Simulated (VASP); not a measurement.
A run of VASP 6.6.1 is set up as follows.

The input INCAR:

```
SYSTEM = Mo6F
PREC = Accurate
ENCUT = 520
EDIFF = 1E-7
ISMEAR = 0
SIGMA = 0.1
LREAL = .False.
LASPH = .True.
NELM = 60
ALGO = Normal
ISIF = 2
LWAVE = .False.
LCHARG = .False.
LDIPOL = .True.
IDIPOL = 3
DIPOL = 0.5 0.5 0.338
GGA = PE
NBANDS = 54
```

The input KPOINTS:

```
regular mesh
0
Gamma
  6 6 1
  0 0 0
```

POSCAR

```
Mo6F
1.0
    4.4695765307      0.0000000000      0.0000000000
   -2.2347882654      3.8707668198      0.0000000000
    0.0000000000      0.0000000000     19.7595667302
Mo F
6 1
Direct
    0.6666666667      0.3333333333      0.2024335885
    0.3333333333      0.6666666667      0.2486060831
    0.0000000000      0.0000000000      0.2947785778
    0.6666666667      0.3333333333      0.3368821123
    0.3333333333      0.6666666667      0.3779725567
    0.0000000000      0.0000000000      0.4180034331
    0.0000000000      0.6666666667      0.4867569704
```

Potentials or basis: VASP PAW PBE potentials, release 64 (Mo_sv, F).

Command:

```sh
$ cat potpaw_PBE.64/Mo_sv/POTCAR potpaw_PBE.64/F/POTCAR > POTCAR
$ mpirun -np 1 vasp_std > vasp.out
```

(1) Predict the largest force.

(2) Predict the band gap on the k mesh.

Answers

(1) 1.691 eV/Å.

(2) zero (an odd number of electrons rules out a gap without spin polarisation).

Caveat: an odd number of electrons without spin polarisation forces a metal; a magnetic or distorted state may lie lower.
